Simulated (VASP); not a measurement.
# RbBr (Pm-3m) in VASP: further runs, part 2 of 2

VASP 6.6.1. Earlier steps stand in the parts before.

**3. Vibrations by perturbation theory, LDA**

This run uses another cell than the first one, of 30.00 Å³/atom.

The input, INCAR:

```
PREC = Accurate ; ENCUT = 520
EDIFF = 1E-8 ; ISMEAR = 0
SIGMA = 0.01 ; LREAL = F
LASPH = T ; NELM = 80
ALGO = Normal ; ISIF = 2
LWAVE = F ; LCHARG = F
IBRION = 8 ; NSW = 1
LEPSILON = T
```

The input, KPOINTS:

```
Automatic mesh
0
Gamma
  6 6 6
```

The input, POSCAR:

```
RbBr
1.0
    3.9149100324      0.0000000000      0.0000000000
    0.0000000000      3.9149100324      0.0000000000
    0.0000000000      0.0000000000      3.9149100324
Rb Br
1 1
Direct
    0.0000000000      0.0000000000      0.0000000000
    0.5000000000      0.5000000000      0.5000000000
```

Potentials or basis: VASP PAW LDA potentials, release 64 (Rb_sv, Br).

Started as:

```
$ cat potpaw_LDA.64/Rb_sv/POTCAR potpaw_LDA.64/Br/POTCAR > POTCAR
$ mpirun -np 1 vasp_std > vasp.out
```

OUTCAR:

```text
PREC = Accurate
   ENCUT = 520
   EDIFF = 1E-8
   ISMEAR = 0
   LREAL = F
   LASPH = T
   NELM = 80
   ISIF = 2
   IBRION = 8
   NSW = 1
   LEPSILON = T

 ion  position               nearest neighbor table
   1  0.000  0.000  0.000-   2 3.39   2 3.39   2 3.39   2 3.39   2 3.39   2 3.39   2 3.39   2 3.39

   2  0.500  0.500  0.500-   1 3.39   1 3.39   1 3.39   1 3.39   1 3.39   1 3.39   1 3.39   1 3.39

  LATTYP: Found a simple cubic cell.
 ALAT       =     3.9149100324

  Lattice vectors:

 A1 = (   3.9149100324,   0.0000000000,   0.0000000000)
 A2 = (   0.0000000000,   3.9149100324,   0.0000000000)
 A3 = (   0.0000000000,   0.0000000000,   3.9149100324)

Analysis of symmetry for initial positions (statically):
=====================================================================
 Subroutine PRICEL returns:
 Original cell was already a primitive cell.

 Routine SETGRP: Setting up the symmetry group for a
 simple cubic supercell.

 Subroutine GETGRP returns: Found 48 space group operations
 (whereof 48 operations were pure point group operations)
 out of a pool of 48 trial point group operations.

The static configuration has the point symmetry O_h .

Analysis of symmetry for dynamics (positions and initial velocities):
=====================================================================
 Subroutine PRICEL returns:
 Original cell was already a primitive cell.

 Routine SETGRP: Setting up the symmetry group for a
 simple cubic supercell.

 Subroutine GETGRP returns: Found 48 space group operations
 (whereof 48 operations were pure point group operations)
 out of a pool of 48 trial point group operations.

The dynamic configuration has the point symmetry O_h .

 Subroutine INISYM returns: Found 48 space group operations
 (whereof 48 operations are pure point group operations),
 and found     1 'primitive' translations

----------------------------------------------------------------------------------------

                                     Primitive cell

  volume of cell :      60.0019

  direct lattice vectors                    reciprocal lattice vectors
     3.914910032  0.000000000  0.000000000     0.255433712  0.000000000  0.000000000
     0.000000000  3.914910032  0.000000000     0.000000000  0.255433712  0.000000000
     0.000000000  0.000000000  3.914910032     0.000000000  0.000000000  0.255433712

  length of vectors
     3.914910032  3.914910032  3.914910032     0.255433712  0.255433712  0.255433712

  position of ions in fractional coordinates (direct lattice)
     0.000000000  0.000000000  0.000000000
     0.500000000  0.500000000  0.500000000

  ion indices of the primitive-cell ions
   primitive index   ion index
                 1           1
[... 480 lines left out ...]
    -0.00004  0.00000 -0.00000
     0.00000 -0.00004  0.00000
    -0.00000  0.00000 -0.00051

--------------------------------------- Ionic step        4  -------------------------------------------

------------------------ aborting loop because EDIFF is reached ----------------------------------------

[... ionic steps 5 to 6 ...]

--------------------------------------- Ionic step        7  -------------------------------------------

 Free energy of the ion-electron system (eV)
  ---------------------------------------------------
  ---------------------------------------------------
  free energy    TOTEN  =        -0.14246000 eV

  energy without entropy =       -0.14246000

------------------------ aborting loop because EDIFF is reached ----------------------------------------

 INTERNAL STRAIN TENSOR  FOR ION    2  DIRECTION 1   (eV/Angst):
 -----------------------------------------------------------------------------
     0.01025 -0.00000  0.00000
    -0.00000  0.00460  0.00000
     0.00000  0.00000  0.00460

 MACROSCOPIC STATIC DIELECTRIC TENSOR (including local field effects in DFT)
 ------------------------------------------------------
           3.250185     0.000000     0.000000
           0.000000     3.250185     0.000000
          -0.000000     0.000000     3.250185
 ------------------------------------------------------

 PIEZOELECTRIC TENSOR (including local field effects)  for field in x, y, z        (e  Angst)
          XX          YY          ZZ          XY          YZ          ZX
  --------------------------------------------------------------------------------
  x     0.00000     0.00000     0.00000     0.00000     0.00000     0.00000
  y     0.00000     0.00000     0.00000     0.00000     0.00000     0.00000
  z     0.00000     0.00000     0.00000     0.00000     0.00000     0.00000

 PIEZOELECTRIC TENSOR (including local field effects)  for field in x, y, z        (C/m^2)
          XX          YY          ZZ          XY          YZ          ZX
  --------------------------------------------------------------------------------
  x     0.00000     0.00000     0.00000     0.00000     0.00000     0.00000
  y     0.00000     0.00000     0.00000     0.00000     0.00000     0.00000
  z     0.00000     0.00000     0.00000     0.00000     0.00000     0.00000

 BORN EFFECTIVE CHARGES (including local field effects) (in |e|, cummulative output)
 ---------------------------------------------------------------------------------
 ion    1
    1     1.22719    -0.00000     0.00000
    2     0.00000     1.22719    -0.00000
    3    -0.00000     0.00000     1.22719
 ion    2
    1    -1.22719     0.00000     0.00000
    2    -0.00000    -1.22719     0.00000
    3     0.00000    -0.00000    -1.22719

 INTERNAL STRAIN TENSOR FOR ION    2 for displacements in x,y,z  (eV/Angst):
          X           Y           Z          XY          YZ          ZX
  --------------------------------------------------------------------------------
  x     0.00000     0.00000     0.00000     0.00000     0.00000     0.00000
  y     0.00000     0.00000     0.00000     0.00000     0.00000     0.00000
  z     0.00000     0.00000     0.00000     0.00000     0.00000     0.00000

 SECOND DERIVATIVES (NOT SYMMETRIZED)
 ------------------------------------
               1X          1Y          1Z          2X          2Y          2Z
  1X    -1.514160   -0.000000    0.000000    1.514160    0.000000   -0.000000
  1Y    -0.000000   -1.514160    0.000000    0.000000    1.514160   -0.000000
  1Z     0.000000    0.000000   -1.514160   -0.000000   -0.000000    1.514160
  2X     1.512220   -0.000000    0.000000   -1.512220    0.000000   -0.000000
  2Y    -0.000000    1.512220   -0.000000    0.000000   -1.512220    0.000000
  2Z    -0.000000   -0.000000    1.512220    0.000000    0.000000   -1.512220

 Eigenvectors and eigenvalues of the dynamical matrix
 ----------------------------------------------------

   1 f  =    2.992524 THz    18.802585 2PiTHz   99.819868 cm-1    12.376081 meV
             X         Y         Z           dx          dy          dz
      0.000000  0.000000  0.000000     0.601237   -0.303389    0.173109
      1.957455  1.957455  1.957455    -0.621419    0.313573   -0.178920
[... 21 lines left out ...]
   6 f/i=    0.000959 THz     0.006024 2PiTHz    0.031979 cm-1     0.003965 meV
             X         Y         Z           dx          dy          dz
      0.000000  0.000000  0.000000     0.131527    0.701527    0.084043
      1.957455  1.957455  1.957455     0.127255    0.678743    0.081313

--------------------------------------------------------------------------------------------------------

 MACROSCOPIC STATIC DIELECTRIC TENSOR IONIC CONTRIBUTION
 ------------------------------------------------------
           3.001430    -0.000000     0.000000
          -0.000000     3.001430     0.000000
           0.000000     0.000000     3.001430
 ------------------------------------------------------

 ELASTIC MODULI CONTR FROM IONIC RELAXATION (kBar)
 Direction    XX          YY          ZZ          XY          YZ          ZX
 --------------------------------------------------------------------------------
 XX           0.0000      0.0000      0.0000      0.0000      0.0000      0.0000
 YY           0.0000      0.0000      0.0000      0.0000      0.0000      0.0000
 ZZ           0.0000      0.0000      0.0000      0.0000      0.0000      0.0000
 XY           0.0000      0.0000      0.0000      0.0000      0.0000      0.0000
 YZ           0.0000      0.0000      0.0000      0.0000      0.0000      0.0000
 ZX           0.0000      0.0000      0.0000      0.0000      0.0000      0.0000
 --------------------------------------------------------------------------------

 PIEZOELECTRIC TENSOR IONIC CONTR  for field in x, y, z        (C/m^2)
          XX          YY          ZZ          XY          YZ          ZX
  --------------------------------------------------------------------------------
  x     0.00000     0.00000     0.00000     0.00000     0.00000     0.00000
  y     0.00000     0.00000     0.00000     0.00000     0.00000     0.00000
  z     0.00000     0.00000     0.00000     0.00000     0.00000     0.00000
```

OSZICAR:

```text
N       E                     dE             d eps       ncg     rms          rms(c)
DAV:   1     0.854267832799E+02    0.85427E+02   -0.72275E+03   480   0.118E+03
DAV:   2    -0.223747015829E+01   -0.87664E+02   -0.82178E+02   696   0.195E+02
DAV:   3    -0.682131517620E+01   -0.45838E+01   -0.45616E+01   608   0.495E+01
[... 223 lines left out ...]
RMM:   8    -0.142460163099E+00    0.16090E-05    0.10688E-06  2023   0.512E-04    0.121E-04
RMM:   9    -0.142460184970E+00   -0.21870E-07    0.21516E-06  2050   0.170E-04    0.369E-05
RMM:  10    -0.142459999915E+00    0.18506E-06    0.95278E-07  2131   0.665E-05    0.613E-06
RMM:  11    -0.142460016601E+00   -0.16687E-07    0.14998E-07  2104   0.325E-05    0.269E-06
RMM:  12    -0.142460000237E+00    0.16364E-07    0.69597E-10  1864   0.199E-05    0.123E-06
RMM:  13    -0.142459999290E+00    0.94772E-09    0.30277E-08  1605   0.159E-05    0.380E-07
 Linear response finished
```

stdout:

```text
POSCAR found type information on POSCAR RbBr
 POSCAR found :  2 types and       2 ions
 scaLAPACK will be used
 LDA part: xc-table for (Slater(with rela. corr.)+CA(PZ))
 , standard interpolation
 POSCAR, INCAR and KPOINTS ok, starting setup
 FFT: planning ... GRIDC
 FFT: planning ... GRID_SOFT
 FFT: planning ... GRID
 WAVECAR not read
 entering main loop
[... 23 lines left out ...]
  Direction:   3
 dielectric tensor                  component  3 :     0.019     0.020     3.250
 Linear response DOF=           2
 Linear response progress:
 first order change of Fermi-energy   0.51276E-03
 force on displaced ion       1 direction 1 :  -1.514  -0.000   0.000
 Born effective charge ion    1 direction 1 :   1.225   0.000   0.000
 Linear response progress:
 first order change of Fermi-energy  -0.37913E-04
 force on displaced ion       2 direction 1 :  -1.512  -0.000   0.000
 Born effective charge ion    2 direction 1 :  -1.230   0.000   0.000
 Born effective charges drift removed
 Linear response finished
```

It took 2.5 min on 1 thread of Intel Xeon 6975P-C (Granite Rapids), shared host; peak memory 0.22 GiB.

What came out:

- Electronic dielectric tensor (diagonal): 3.25
- Born charges (mean of the diagonal): Rb +1.23; Br -1.23 e
- Highest phonon frequency at Γ, LO-TO splitting left out: 100 cm⁻¹

Phonon frequencies in cm⁻¹ (negative: imaginary):
```csv
q point,frequencies
"(0.000, 0.000, 0.000)",0 0 0 100 100 100
```

Electronic dielectric tensor:
```
3.25 0.00 0.00
0.00 3.25 0.00
0.00 0.00 3.25
```

Born effective charge tensors (e):
atom 1, Rb
```
1.23 0.00 0.00
0.00 1.23 0.00
0.00 0.00 1.23
```
atom 2, Br
```
-1.23  0.00  0.00
 0.00 -1.23  0.00
 0.00  0.00 -1.23
```

Caveat: the cell stands under pressure or tension, which shifts response properties.

**4. Elastic constants, LDA**

This run uses another cell than the first one, of 31.23 Å³/atom.

The input, INCAR:

```
SYSTEM = RbBr
PREC = Accurate ; ENCUT = 600
EDIFF = 1E-8 ; ISMEAR = 0
SIGMA = 0.01 ; LREAL = .False.
LASPH = .True. ; NELM = 60
ALGO = Normal ; ISIF = 3
LWAVE = .False. ; LCHARG = .False.
NBANDS = 15 ; IBRION = 6
NFREE = 2 ; POTIM = 0.015
NSW = 1
```

The input, KPOINTS:

```
Automatic mesh
0
Gamma
  6 6 6
  0 0 0
```

The input, POSCAR:

```
RbBr
1.0
    3.9675087118      0.0000000000      0.0000000000
    0.0000000000      3.9675087118      0.0000000000
    0.0000000000      0.0000000000      3.9675087118
Rb Br
1 1
Direct
    0.0000000000      0.0000000000      0.0000000000
    0.5000000000      0.5000000000      0.5000000000
```

Started as:

```
$ cat potpaw_LDA.64/Rb_sv/POTCAR potpaw_LDA.64/Br/POTCAR > POTCAR
$ mpirun -np 1 vasp_std > vasp.out
```

Run time: 7.7 min. Hardware: 1 thread of Intel Xeon Platinum 8259CL at 2.50GHz (Skylake/Cascade Lake), shared host; peak memory 0.27 GiB.

It converged, with:

- Elastic constants C11, C12, C44: 45, 12, 11 GPa
- Voigt bulk modulus: 23 GPa
- Highest phonon frequency at Γ, LO-TO splitting left out: 89 cm⁻¹

Phonon frequencies in cm⁻¹ (negative: imaginary):
```
              q point     frequencies
(0.000, 0.000, 0.000)  0 0 0 89 89 89
```

Elastic tensor in Voigt notation (GPa, in the Cartesian axes of the cell as first typed):
```
45 12 12  0  0  0
12 45 12  0  0  0
12 12 45  0  0  0
 0  0  0 11  0  0
 0  0  0  0 11  0
 0  0  0  0  0 11
```

Clamped-ion elastic tensor (GPa):
```
45 12 12  0  0  0
12 45 12  0  0  0
12 12 45  0  0  0
 0  0  0 11  0  0
 0  0  0  0 11  0
 0  0  0  0  0 11
```
